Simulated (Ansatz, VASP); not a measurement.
**Two plane-wave programs on HfC**

```
Hf C
1.0
     0.00000    2.27866    2.27866
     2.27866    0.00000    2.27866
     2.27866    2.27866    0.00000
Hf C
1 1
Cartesian
  0.0000 0.0000 0.0000
  2.2787 2.2787 2.2787
```

Change from the starting cell: volume scaled by 0.9405, PAW files.

Alike in both runs: task electric field gradients; functional PBE; k mesh 16 × 16 × 16; occupations fermi-dirac, width 0.05 eV; no spin polarisation.

|  | VASP | Ansatz |
| --- | --- | --- |
| version | VASP 6.6.1 | Ansatz 0.2.0 |
| potentials or method | VASP PAW PBE potentials, release 64 (Hf_pv, C) | PAW with Ansatz's default frozen-core files, scalar-relativistic |
| plane-wave cutoff (eV) | 520 | 420 |
| valence electrons in the cell | 14 | 30 |

|  | VASP | Ansatz | Ansatz less VASP |
| --- | --- | --- | --- |
| pressure (GPa) | 15.8 | 16.2 | +0.39 |

VASP's potentials hold 14 valence electrons a cell and Ansatz's 30, so a difference there can come from the potentials and not from the codes.

Neither program's run includes spin-orbit coupling.
